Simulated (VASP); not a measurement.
# Ag3Sb2 (P-6m2) in VASP: single point with PBE

Aim: the single point of Ag3Sb2 with PBE.

Everything below comes from runs of VASP 6.6.1. Logs are shortened: lines on timing, memory, paths and dates and some standing lists are left out, and cuts for length are marked.

### 1 The cell of the first run

It takes space group P-6m2 (No. 187, hexagonal). Conventional cell: a = 4.438 Å, b = 4.438 Å, c = 8.265 Å, α = 90.00°, β = 90.00°, γ = 120.00°. Ag (site symmetry -6m2) has 2 Ag at 2.76 Å and 6 Sb at 2.98 Å within 3.6 Å. Within 3.6 Å of Ag (site symmetry 3m) lie 2 Ag at 2.74 to 2.76 Å and 3 Sb at 2.84 Å. Within 3.7 Å of Sb (site symmetry 3m) lie 6 Ag at 2.84 to 2.98 Å and 1 Sb at 3.06 Å.

The cell was generated, and may not be a known phase.

### 2 Single point, PBE

The input, INCAR:

```
SYSTEM = Ag3Sb2
PREC = Accurate ; ENCUT = 500
EDIFF = 1E-6 ; ISMEAR = 0
SIGMA = 0.2 ; LREAL = .FALSE.
LASPH = .TRUE. ; NELM = 120
ALGO = Normal ; ISIF = 2
LWAVE = .FALSE. ; LCHARG = .FALSE.
GGA = PE ; NBANDS = 30
GGA_COMPAT = .FALSE.
```

The input, KPOINTS:

```
regular mesh
0
G
  4 4 3
  0 0 0
```

The input, POSCAR:

```
Ag3Sb2
1.0
    4.4375349387      0.0000000028      0.0000000000
   -2.2187674718      3.8430179857      0.0000000000
    0.0000000000      0.0000000000      8.2651654390
Ag Sb
3 2
Direct
    0.6666666667      0.3333333333      0.5000000000
    0.6666666667      0.3333333333      0.1657291945
    0.6666666667      0.3333333333      0.8342708055
    0.3333333333      0.6666666667      0.3148908833
    0.3333333333      0.6666666667      0.6851091167
```

Potentials or basis: VASP PAW PBE potentials, release 64 (Ag, Sb).

Command:

```
$ cat potpaw_PBE.64/Ag/POTCAR potpaw_PBE.64/Sb/POTCAR > POTCAR
$ mpirun -np 1 vasp_std > vasp.out
```

OUTCAR:

```text
SYSTEM = Ag3Sb2
   PREC = Accurate
   ENCUT = 500
   EDIFF = 1E-6
   ISMEAR = 0
   LREAL = .FALSE.
   LASPH = .TRUE.
   NELM = 120
   ISIF = 2
   GGA = PE

 ion  position               nearest neighbor table
   1  0.667  0.333  0.500-   2 2.76   3 2.76   4 2.98   5 2.98   4 2.98   5 2.98   4 2.98   5 2.98

   2  0.667  0.333  0.166-   3 2.74   1 2.76   4 2.84   4 2.84   4 2.84
   3  0.667  0.333  0.834-   2 2.74   1 2.76   5 2.84   5 2.84   5 2.84
   4  0.333  0.667  0.315-   2 2.84   2 2.84   2 2.84   1 2.98   1 2.98   1 2.98   5 3.06
   5  0.333  0.667  0.685-   3 2.84   3 2.84   3 2.84   1 2.98   1 2.98   1 2.98   4 3.06

  LATTYP: Found a hexagonal cell.
 ALAT       =     4.4375349387
 C/A-ratio  =     1.8625578284

  Lattice vectors:

 A1 = (   4.4375349387,   0.0000000028,   0.0000000000)
 A2 = (  -2.2187674718,   3.8430179857,   0.0000000000)
 A3 = (   0.0000000000,   0.0000000000,   8.2651654390)

Analysis of symmetry for initial positions (statically):
=====================================================================
 Subroutine PRICEL returns:
 Original cell was already a primitive cell.

 Routine SETGRP: Setting up the symmetry group for a
 hexagonal supercell.

 Subroutine GETGRP returns: Found 12 space group operations
 (whereof 12 operations were pure point group operations)
 out of a pool of 24 trial point group operations.

The static configuration has the point symmetry D_3h.

Analysis of symmetry for dynamics (positions and initial velocities):
=====================================================================
 Subroutine PRICEL returns:
 Original cell was already a primitive cell.

 Routine SETGRP: Setting up the symmetry group for a
 hexagonal supercell.

 Subroutine GETGRP returns: Found 12 space group operations
 (whereof 12 operations were pure point group operations)
 out of a pool of 24 trial point group operations.

The dynamic configuration has the point symmetry D_3h.

 Subroutine INISYM returns: Found 12 space group operations
 (whereof 12 operations are pure point group operations),
 and found     1 'primitive' translations

----------------------------------------------------------------------------------------

                                     Primitive cell

  volume of cell :     140.9502
[... 75 lines left out ...]
   LASPH  =      T    aspherical Exc in radial PAW
   ENCUT  =  500.0 eV  36.75 Ry    6.06 a.u.   8.09  8.09 15.07*2*pi/ulx,y,z
   NELM   =    120;   NELMIN=  2; NELMDL= -5     # of ELM steps
   EDIFF  = 0.1E-05   stopping-criterion for ELM
   LREAL  =      F    real-space projection
   EDIFFG = 0.1E-04   stopping-criterion for IOM
   NSW    =      0    number of steps for IOM
   IBRION =     -1    ionic relax: 0-MD 1-quasi-New 2-CG
   NFREE  =      0    steps in history (QN), initial steepest desc. (CG)
   ISIF   =      2    stress and relaxation
   ISYM   =      2    0-nonsym 1-usesym 2-fastsym
   POTIM  = 0.5000    time-step for ionic-motion
   TEBEG  =    0.0;   TEEND  =   0.0 temperature during run
   PSTRESS=    0.0 pullay stress
   NELECT =      43.0000    total number of electrons
   NUPDOWN=      -1.0000    fix difference up-down
   EMIN   =  10.00;   EMAX   =-10.00  energy-range for DOS
   EFERMI =   0.00;   METHOD = LEGACY
   ISMEAR =     0;   SIGMA  =   0.20  broadening in eV -4-tet -1-fermi 0-gaus
   EFERMI_NEDOS =   21; number of points for ismear=-14 and -15
   IALGO  =     38    algorithm
   IMIX   =      4    mixing-type and parameters
     AMIX     =   0.40;   BMIX     =  1.00
     AMIX_MAG =   1.60;   BMIX_MAG =  1.00
  volume/ion in A,a.u.               =      28.19       190.24
  Fermi-wavevector in a.u.,A,eV,Ry     =   1.102070  2.082610 16.525060  1.214558
  Thomas-Fermi vector in A             =   2.238507
   LORBIT       =      0    0 simple, 1 ext, 2 COOP (PROOUT), +10 PAW based schemes
   GGA     = PE    functional components
   LHFCALC =     F    Hartree Fock is set to
   AEXX    =    0.0000 exact exchange contribution
   IVDW    =     0    specifies the selected vdW correction
   LEPSILON=     F    determine dielectric tensor
   LRPA    =     F    only Hartree local field effects (RPA)
 non-spin polarized calculation
 Gauss-broadening in eV      SIGMA  =   0.20
  energy-cutoff  :      500.00
  volume of cell :      140.95
 maximum number of plane-waves:      3590
   NGX = 17   NGY = 17   NGZ = 31

 number of electron      43.0000021 magnetization

 Free energy of the ion-electron system (eV)
  ---------------------------------------------------
  ext. energy  EPLUGINS =         0.00000000
  ---------------------------------------------------
  free energy    TOTEN  =       -15.03401805 eV

  energy without entropy =      -14.98591660  energy(sigma->0) =      -15.00996733

 E-fermi :   5.0543     XC(G=0):  -9.4000

 val. band max:        5.0529722489   @ k =   0.2500   0.2500   0.0000
 cond. band min:       5.1881680820   @ k =   0.5000   0.0000   0.3333
 fundamental gap:      0.1351958332
 Fermi energy:         5.0543381766

 k-point     1 :       0.0000    0.0000    0.0000
  band No.  band energies     occupation
      1      -5.6339      2.00000
      2      -4.0290      2.00000
      3      -0.6762      2.00000
      4      -0.1071      2.00000
      5      -0.0453      2.00000
      6      -0.0453      2.00000
[... 253 lines left out ...]
     29      10.9892      0.00000
     30      11.5514      0.00000

------------------------ aborting loop because EDIFF is reached ----------------------------------------

  FORCE on cell =-STRESS in cart. coord.  units (eV):
  Direction    XX          YY          ZZ          XY          YZ          ZX
  --------------------------------------------------------------------------------------
  -------------------------------------------------------------------------------------
  Total       -0.1635699     -0.1635699      0.0097296      0.0000000      0.0000000     -0.0000000
  in kB       -1.8592948     -1.8592948      0.1105960      0.0000000      0.0000000     -0.0000000
  external PRESSURE =      -1.2026645 kB  Pullay stress =       0.0000000 kB

 VOLUME and BASIS-vectors are now :
 -----------------------------------------------------------------------------
  energy-cutoff  :      500.00
  volume of cell :      140.95
      direct lattice vectors                 reciprocal lattice vectors
     4.437534939  0.000000003  0.000000000     0.225350338  0.130106079  0.000000000
    -2.218767472  3.843017986  0.000000000    -0.000000000  0.260212157  0.000000000
     0.000000000  0.000000000  8.265165439     0.000000000  0.000000000  0.120989714

 POSITION                                       TOTAL-FORCE (eV/Angst)
 -----------------------------------------------------------------------------------
      2.21877      1.28101      4.13258         0.000000     -0.000000      0.000000
      2.21877      1.28101      1.36978         0.000000     -0.000000      0.016375
      2.21877      1.28101      6.89539        -0.000000      0.000000     -0.016375
     -0.00000      2.56201      2.60263        -0.000000      0.000000     -0.005295
     -0.00000      2.56201      5.66254        -0.000000      0.000000      0.005295
 -----------------------------------------------------------------------------------
    total drift:                                0.000001     -0.000000      0.000000

  FREE ENERGIE OF THE ION-ELECTRON SYSTEM (eV)
  ---------------------------------------------------
  free  energy   TOTEN  =       -15.0340180548 eV

  energy  without entropy=      -14.9859165979  energy(sigma->0) =      -15.00996733
```

stdout:

```text
POSCAR found type information on POSCAR AgSb
 POSCAR found :  2 types and       5 ions
 scaLAPACK will be used
 LDA part: xc-table for (Slater+PW92), standard interpolation
 POSCAR, INCAR and KPOINTS ok, starting setup
 FFT: planning ... GRIDC
 FFT: planning ... GRID_SOFT
 FFT: planning ... GRID
 WAVECAR not read
 entering main loop
```

Wall time 37 s (1 thread of AMD EPYC 7R13, shared host); peak memory 0.21 GiB.

Results:

```yaml
Free_energy: -15.0340 eV
Pressure: -0.1 GPa
Largest_force: 0.016 eV/Å
Band_gap_on_the_k_mesh: zero (an odd number of electrons rules out a gap without spin polarisation)
```

Forces in eV/Å, atoms in the order of the input:
```
Ag   0.000  0.000  0.000
Ag   0.000  0.000  0.016
Ag   0.000  0.000 -0.016
Sb   0.000  0.000 -0.005
Sb   0.000  0.000  0.005
```

Levels at points of the mesh, in eV from the Fermi level:
```tsv
k point	band 19	band 20	band 21	band 22	band 23	band 24
(0.00, 0.00, 0.00)	0.55	0.55	0.86	1.09	1.72	1.72
(0.50, 0.00, 0.00)	-2.70	-2.23	-1.16	-0.27	0.90	1.90
```

Caveat: the k points lie up to 0.41 Å⁻¹ apart, too coarse for converged energies and pressures of a metal; spin-orbit coupling is left out, which moves the levels of the heavy elements.

The gap in the log of VASP goes by the Fermi energy; the results here count the filled bands.